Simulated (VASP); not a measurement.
Set up this calculation in VASP 6.6.1, as the native input.

| Property | Result |
| --- | --- |
| Task | single point |
| Functional | PBEsol |
| Potentials or basis | VASP PAW PBE potentials, release 64 (Mg, O) |
| Cutoff | 520 eV |
| k mesh | 10 × 10 × 10 |
| Occupations | gaussian, width 0.05 eV |
| Spin | no spin polarisation |
| Dipole correction | no |
| Further INCAR settings | ALGO = Normal; EDIFF = 1e-06; NBANDS = 11 |

The structure of MgO lies in POSCAR:

```
MgO
1.0
    0.0000000000      2.1351500000      2.1351500000
    2.0550818750      0.0000000000      2.1351500000
    2.0550818750      2.1351500000      0.0000000000
Mg O
1 1
Direct
    0.0000000000      0.0000000000      0.0000000000
    0.5000000000      0.5000000000      0.5000000000
```

This cell differs from its parent crystal: strain -0.0375 x Voigt [1, 0, 0, 0, 0, 0].

One way to write it, as run:

INCAR

```
SYSTEM = MgO
ALGO     = Normal         ! electronic algorithm
EDIFF    = 1E-6           ! SCF threshold, eV
ENCUT    = 520            ! plane-wave cutoff, eV
GGA      = PS             ! functional
ISIF     = 2              ! what is computed and relaxed
ISMEAR   = 0              ! smearing method
LASPH    = .TRUE.         ! aspherical terms in the spheres
LCHARG   = .TRUE.         ! write CHGCAR
LELF     = .TRUE.         ! ELF
LREAL    = .FALSE.        ! projectors in reciprocal space
LVHAR    = .TRUE.       
LWAVE    = .FALSE.        ! write WAVECAR
NBANDS   = 11             ! bands
NELM     = 60             ! most SCF steps
PREC     = Accurate       ! precision mode
SIGMA    = 0.05           ! smearing width, eV
```

KPOINTS

```
k-points
0
G
  10 10 10
  0 0 0
```

Potentials or basis: VASP PAW PBE potentials, release 64 (Mg, O).

The run is started by

```sh
$ cat potpaw_PBE.64/Mg/POTCAR potpaw_PBE.64/O/POTCAR > POTCAR
$ mpirun -np 1 vasp_std > vasp.out
```

Results of the run:

| Quantity | Value |
| --- | --- |
| Pressure | -0.3 GPa |
| Band gap on the k mesh | 4.57 eV, direct |

Caveat: the cell differs from its parent crystal (strain -0.0375 x Voigt [1, 0, 0, 0, 0, 0]); the PAW data sets were made with another functional, which shifts forces and pressure a little.

Wall time 27 s on 1 thread of Intel Xeon 8259CL (shared host), peak memory 0.15 GiB.
